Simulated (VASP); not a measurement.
Here is a VASP 6.6.1 calculation.

INCAR

```
PREC = Accurate
ENCUT = 520
EDIFF = 1E-6
ISMEAR = -1
SIGMA = 0.03
LREAL = False
LASPH = True
NELM = 80
ALGO = Normal
ISIF = 2
LWAVE = False
LCHARG = True
GGA = PE
LELF = True
LVHAR = True
NBANDS = 12
```

KPOINTS

```
regular mesh
0
Gamma
  10 10 10
```

POSCAR

```
LiF
1.0
    0.0000000000      2.0072641637      2.0072641637
    2.0072641637      0.0000000000      2.0072641637
    2.0072641637      2.0072641637      0.0000000000
Li F
1 1
Direct
    0.0000000000      0.0000000000      0.0000000000
    0.5000000000      0.5000000000      0.5000000000
```

Potentials or basis: VASP PAW PBE potentials, release 64 (Li_sv, F).

Launch:

```sh
$ cat potpaw_PBE.64/Li_sv/POTCAR potpaw_PBE.64/F/POTCAR > POTCAR
$ mpirun -np 1 vasp_std > vasp.out
```

Question: Estimate the band gap on the k mesh.

Answer: 9.18 eV, direct.

 A k mesh can miss the band edges.
